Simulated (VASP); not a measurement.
# Sb (P6_3/mmc) in VASP: a series of runs

Sb is run at these levels: PBEsol; tasks: single point.

Program: VASP 6.6.1. These are calculated values, not measurements. Logs are shortened: lines on timing, memory, paths and dates and some standing lists are left out, and cuts for length are marked.

**1. The cell of the first run**

The structure is hexagonal, space group P6_3/mmc (No. 194). Conventional cell: a = 3.268 Å, b = 3.268 Å, c = 5.330 Å, α = 90.00°, β = 90.00°, γ = 120.00°. Sb (site symmetry -6m2) has 12 Sb at 3.27 Å within 4.3 Å.

This isn't the form of Sb at room conditions, which is rhombohedral.

**2. Single point, PBEsol (equal xx and yy strain of -3 %)**

Contents of INCAR:

```
ALGO = Normal
EDIFF = 1E-6
ENCUT = 520
GGA = PS
ISIF = 2
ISMEAR = -1
LASPH = True
LCHARG = False
LREAL = False
LWAVE = False
NBANDS = 12
NELM = 80
PREC = Accurate
SIGMA = 0.05
```

Contents of KPOINTS:

```
k-points
0
Gamma
  12 12 7
```

Contents of POSCAR:

```
Sb
1.0
    3.2679301741      0.0000000000      0.0000000000
   -1.6339650871      2.8301105486      0.0000000000
    0.0000000000      0.0000000000      5.3300000000
Sb
2
Direct
    0.3333333333      0.6666666667      0.2500000000
    0.6666666667      0.3333333333      0.7500000000
```

Potentials or basis: VASP PAW PBE potentials, release 64 (Sb).

Run with:

```sh
$ cat potpaw_PBE.64/Sb/POTCAR > POTCAR
$ mpirun -np 1 vasp_std > vasp.out
```

OUTCAR:

```text
EDIFF = 1E-6
   ENCUT = 520
   GGA = PS
   ISIF = 2
   ISMEAR = -1
   LASPH = True
   LREAL = False
   NELM = 80
   PREC = Accurate

 ion  position               nearest neighbor table
   1  0.333  0.667  0.250-   2 3.27   2 3.27   2 3.27   2 3.27   2 3.27   2 3.27
   2  0.667  0.333  0.750-   1 3.27   1 3.27   1 3.27   1 3.27   1 3.27   1 3.27

  LATTYP: Found a hexagonal cell.
 ALAT       =     3.2679301741
 C/A-ratio  =     1.6310018012

  Lattice vectors:

 A1 = (   3.2679301741,   0.0000000000,   0.0000000000)
 A2 = (  -1.6339650871,   2.8301105486,   0.0000000000)
 A3 = (   0.0000000000,   0.0000000000,   5.3300000000)

Analysis of symmetry for initial positions (statically):
=====================================================================
 Subroutine PRICEL returns:
 Original cell was already a primitive cell.

 Routine SETGRP: Setting up the symmetry group for a
 hexagonal supercell.

 Subroutine GETGRP returns: Found 24 space group operations
 (whereof 12 operations were pure point group operations)
 out of a pool of 24 trial point group operations.

The static configuration has the point symmetry D_3d.
 The point group associated with its full space group is D_6h.

Analysis of symmetry for dynamics (positions and initial velocities):
=====================================================================
 Subroutine PRICEL returns:
 Original cell was already a primitive cell.

 Routine SETGRP: Setting up the symmetry group for a
 hexagonal supercell.

 Subroutine GETGRP returns: Found 24 space group operations
 (whereof 12 operations were pure point group operations)
 out of a pool of 24 trial point group operations.

The dynamic configuration has the point symmetry D_3d.
 The point group associated with its full space group is D_6h.

 Subroutine INISYM returns: Found 24 space group operations
 (whereof 12 operations are pure point group operations),
 and found     1 'primitive' translations

----------------------------------------------------------------------------------------

                                     Primitive cell

  volume of cell :      49.2951

  direct lattice vectors                    reciprocal lattice vectors
     3.267930174  0.000000000  0.000000000     0.306004090  0.176671544  0.000000000
    -1.633965087  2.830110549  0.000000000     0.000000000  0.353343088  0.000000000
     0.000000000  0.000000000  5.330000000     0.000000000  0.000000000  0.187617261

  length of vectors
     3.267930174  3.267930174  5.330000000     0.353343088  0.353343088  0.187617261

  position of ions in fractional coordinates (direct lattice)
     0.333333333  0.666666667  0.250000000
     0.666666667  0.333333333  0.750000000

  ion indices of the primitive-cell ions
   primitive index   ion index
                 1           1
                 2           2

----------------------------------------------------------------------------------------

 KPOINTS: k-points

Automatic generation of k-mesh.
 Grid dimensions read from file:
 generate k-points for:   12   12    7

 Generating k-lattice:

  Cartesian coordinates                     Fractional coordinates (reciprocal lattice)
     0.025500341  0.014722629  0.000000000     0.083333333 -0.000000000  0.000000000
     0.000000000  0.029445257  0.000000000     0.000000000  0.083333333  0.000000000
     0.000000000  0.000000000  0.026802466     0.000000000  0.000000000  0.142857143

  Length of vectors
     0.029445257  0.029445257  0.026802466

  Shift w.r.t. Gamma in fractional coordinates (k-lattice)
     0.000000000  0.000000000  0.000000000

 Subroutine IBZKPT returns following result:
 ===========================================

 Found     76 irreducible k-points:

 Following reciprocal coordinates:
            Coordinates               Weight
  0.000000  0.000000  0.000000      1.000000
  0.083333  0.000000  0.000000      6.000000
  0.166667  0.000000  0.000000      6.000000
  0.250000  0.000000  0.000000      6.000000
  0.333333  0.000000  0.000000      6.000000
  0.416667  0.000000  0.000000      6.000000
[... 16 lines left out ...]
  0.250000  0.000000  0.142857     12.000000
  0.333333  0.000000  0.142857     12.000000
 [... further k-points ...]
   k-points           NKPTS =     76   k-points in BZ     NKDIM =     76   number of bands    NBANDS=     12
   number of dos      NEDOS =    301   number of ions     NIONS =      2
   total plane-waves  NPLWV =  23040
   dimension x,y,z NGX =    24 NGY =   24 NGZ =   40
   dimension x,y,z NGXF=    48 NGYF=   48 NGZF=   80
   ions per type =               2
   NGX,Y,Z   is equivalent  to a cutoff of  12.21, 12.21, 12.48 a.u.
   NGXF,Y,Z  is equivalent  to a cutoff of  24.42, 24.42, 24.95 a.u.
 SYSTEM =  unknown system
   PREC   = accura    normal or accurate (medium, high low for compatibility)
   ISTART =      0    job   : 0-new  1-cont  2-samecut
   ICHARG =      2    charge: 1-file 2-atom 10-const
   ISPIN  =      1    spin polarized calculation?
   LNONCOLLINEAR =      F non collinear calculations
   LSORBIT =      F    spin-orbit coupling
   LASPH  =      T    aspherical Exc in radial PAW
   ENCUT  =  520.0 eV  38.22 Ry    6.18 a.u.   6.08  6.08  9.91*2*pi/ulx,y,z
   NELM   =     80;   NELMIN=  2; NELMDL= -5     # of ELM steps
   EDIFF  = 0.1E-05   stopping-criterion for ELM
   LREAL  =      F    real-space projection
   EDIFFG = 0.1E-04   stopping-criterion for IOM
   NSW    =      0    number of steps for IOM
   IBRION =     -1    ionic relax: 0-MD 1-quasi-New 2-CG
   NFREE  =      0    steps in history (QN), initial steepest desc. (CG)
   ISIF   =      2    stress and relaxation
   ISYM   =      2    0-nonsym 1-usesym 2-fastsym
   POTIM  = 0.5000    time-step for ionic-motion
   TEBEG  =    0.0;   TEEND  =   0.0 temperature during run
   PSTRESS=    0.0 pullay stress
   NELECT =      10.0000    total number of electrons
   NUPDOWN=      -1.0000    fix difference up-down
   EMIN   =  10.00;   EMAX   =-10.00  energy-range for DOS
   EFERMI =   0.00;   METHOD = LEGACY
   ISMEAR =    -1;   SIGMA  =   0.05  broadening in eV -4-tet -1-fermi 0-gaus
   EFERMI_NEDOS =   21; number of points for ismear=-14 and -15
   IALGO  =     38    algorithm
   IMIX   =      4    mixing-type and parameters
     AMIX     =   0.40;   BMIX     =  1.00
     AMIX_MAG =   1.60;   BMIX_MAG =  1.00
  volume/ion in A,a.u.               =      24.65       166.33
  Fermi-wavevector in a.u.,A,eV,Ry     =   0.961923  1.817771 12.589418  0.925296
  Thomas-Fermi vector in A             =   2.091337
   LORBIT       =      0    0 simple, 1 ext, 2 COOP (PROOUT), +10 PAW based schemes
   GGA     = PS    functional components
   LHFCALC =     F    Hartree Fock is set to
   AEXX    =    0.0000 exact exchange contribution
   IVDW    =     0    specifies the selected vdW correction
   LEPSILON=     F    determine dielectric tensor
   LRPA    =     F    only Hartree local field effects (RPA)
 non-spin polarized calculation
  energy-cutoff  :      520.00
  volume of cell :       49.30
 maximum number of plane-waves:      1350
   NGX = 13   NGY = 13   NGZ = 19

 number of electron      10.0000001 magnetization

 Free energy of the ion-electron system (eV)
  ---------------------------------------------------
  ext. energy  EPLUGINS =         0.00000000
  ---------------------------------------------------
  free energy    TOTEN  =        -8.63424254 eV

  energy without entropy =       -8.62324209  energy(sigma->0) =       -8.62874232

 E-fermi :   9.5985     XC(G=0): -10.7186

 val. band max:        9.5975954943   @ k =   0.1667   0.0833   0.4286
 cond. band min:       9.6769844071   @ k =   0.2500   0.2500   0.2857
 fundamental gap:      0.0793889128
 Fermi energy:         9.5984909038

 k-point     1 :       0.0000    0.0000    0.0000
  band No.  band energies     occupation
      1      -4.0905      2.00000
      2       0.1971      2.00000
      3       3.1585      2.00000
      4      13.5605      0.00000
      5      13.5605      0.00000
      6      15.3734      0.00000
      7      15.3734      0.00000
      8      15.6943      0.00000
      9      17.6899      0.00000
     10      18.6317      0.00000
     11      19.9305      0.00000
     12      19.9305      0.00000

 k-point     2 :       0.0833    0.0000    0.0000
  band No.  band energies     occupation
      1      -3.9578      2.00000
      2       0.3163      2.00000
      3       3.2969      2.00000
      4      12.2068      0.00000
      5      13.0235      0.00000
      6      14.6829      0.00000
      7      15.5355      0.00000
      8      15.5486      0.00000
      9      17.8497      0.00000
     10      18.7094      0.00000
     11      19.9118      0.00000
     12      20.0949      0.00000

 k-point     3 :       0.1667    0.0000    0.0000
  band No.  band energies     occupation
      1      -3.5607      2.00000
      2       0.6679      2.00000
      3       3.7090      2.00000
      4       9.8735      0.00814
      5      12.0796      0.00000
      6      13.0884      0.00000
      7      14.8772      0.00000
      8      15.3362      0.00000
      9      16.4028      0.00000
     10      18.7829      0.00000
     11      19.6417      0.00000
     12      20.4202      0.00000
[... 286 lines left out ...]
 k-point    23 :       0.2500    0.0000    0.1429
  band No.  band energies     occupation
      1      -2.7941      2.00000
      2       0.6864      2.00000
      3       5.0888      2.00000
      4       7.7148      2.00000
      5      10.6466      0.00000
      6      11.3143      0.00000
      7      13.5620      0.00000
      8      14.4259      0.00000
      9      15.4556      0.00000
     10      17.4759      0.00000
     11      18.3778      0.00000
     12      20.2186      0.00000

 k-point    24 :       0.3333    0.0000    0.1429
  band No.  band energies     occupation
      1      -1.8925      2.00000
      2       1.4076      2.00000
      3       5.2141      2.00000
      4       6.4397      2.00000
      5       8.6044      2.00000
      6      10.6399      0.00000
      7      12.2522      0.00000
      8      13.8390      0.00000
      9      14.7061      0.00000
     10      16.9872      0.00000
     11      18.4572      0.00000
     12      19.7776      0.00000

 [... further k-points ...]

------------------------ aborting loop because EDIFF is reached ----------------------------------------

  FORCE on cell =-STRESS in cart. coord.  units (eV):
  Direction    XX          YY          ZZ          XY          YZ          ZX
  --------------------------------------------------------------------------------------
  -------------------------------------------------------------------------------------
  Total        1.4959661      1.4959661      1.1296131     -0.0000000      0.0000000      0.0000000
  in kB       48.6215661     48.6215661     36.7144403     -0.0000000      0.0000000      0.0000000
  external PRESSURE =      44.6525242 kB  Pullay stress =       0.0000000 kB

 VOLUME and BASIS-vectors are now :
 -----------------------------------------------------------------------------
  energy-cutoff  :      520.00
  volume of cell :       49.30
      direct lattice vectors                 reciprocal lattice vectors
     3.267930174  0.000000000  0.000000000     0.306004090  0.176671544  0.000000000
    -1.633965087  2.830110549  0.000000000     0.000000000  0.353343088  0.000000000
     0.000000000  0.000000000  5.330000000     0.000000000  0.000000000  0.187617261

 POSITION                                       TOTAL-FORCE (eV/Angst)
 -----------------------------------------------------------------------------------
     -0.00000      1.88674      1.33250        -0.000000      0.000000      0.000000
      1.63397      0.94337      3.99750         0.000000     -0.000000      0.000000
 -----------------------------------------------------------------------------------
    total drift:                               -0.000000      0.000000      0.000000

  FREE ENERGIE OF THE ION-ELECTRON SYSTEM (eV)
  ---------------------------------------------------
  free  energy   TOTEN  =        -8.6342425413 eV

  energy  without entropy=       -8.6232420936  energy(sigma->0) =       -8.62874232
```

Run time: 23 s. Hardware: 1 thread of Intel Xeon 8259CL, shared host; peak memory 0.18 GiB.

Results:

- Free energy: -8.6342 eV
- Pressure: 4.5 GPa
- Band gap on the k mesh: zero (bands 5 and 6 overlap by 7.92 eV)

Stress tensor (GPa, compression positive):
```
4.86 0.00 0.00
0.00 4.86 0.00
0.00 0.00 3.67
```

Caveat: the cell differs from its parent crystal (equal xx and yy strain of -3 %); the cell stands under pressure; the PAW data sets were made with another functional, which shifts forces and pressure a little; spin-orbit coupling is left out, which moves the levels of the heavy elements.

(Continued in part 2 of 2.)

The gap in the log of VASP goes by the Fermi energy; the results here count the filled bands.